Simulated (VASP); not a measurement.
A run of VASP 6.6.1:

File INCAR:

```
PREC = Accurate ; ENCUT = 520
EDIFF = 1E-7 ; ISMEAR = 0
SIGMA = 0.1 ; LREAL = F
LASPH = T ; NELM = 60
ALGO = Normal ; ISIF = 2
LWAVE = F ; LCHARG = F
LDIPOL = T ; IDIPOL = 3
DIPOL = 0.5 0.5 0.350 ; GGA = PE
NBANDS = 54
```

Contents of KPOINTS:

```
regular mesh
0
Gamma
  10 6 1
```

POSCAR

```
Ru6F
1.0
    2.7197977462      0.0000000000      0.0000000000
    0.0000000000      4.2966597640      0.0000000000
    0.0000000000      0.0000000000     20.8383397922
Ru F
6 1
Direct
    0.0000000000      0.7500000000      0.1919538716
    0.5000000000      0.2500000000      0.2296314404
    0.5000000000      0.7500000000      0.3049865779
    0.0000000000      0.2500000000      0.3407382308
    0.0000000000      0.7500000000      0.4168575090
    0.5000000000      0.2500000000      0.4481326193
    0.6666666667      0.5500000000      0.5173876853
```

Potentials or basis: VASP PAW PBE potentials, release 64 (Ru_pv, F).

Run with:

```sh
$ cat potpaw_PBE.64/Ru_pv/POTCAR potpaw_PBE.64/F/POTCAR > POTCAR
$ mpirun -np 1 vasp_std > vasp.out
```

Hardware: 1 thread of Intel(R) Xeon(R) 6975P-C (Granite Rapids) (shared host).

Task: Estimate the wall time of this run.

Result: Wall time 8.5 min on 1 thread of Intel(R) Xeon(R) 6975P-C (Granite Rapids) (shared host), peak memory 0.48 GiB. Counts: scf iterations 33, k points 32.
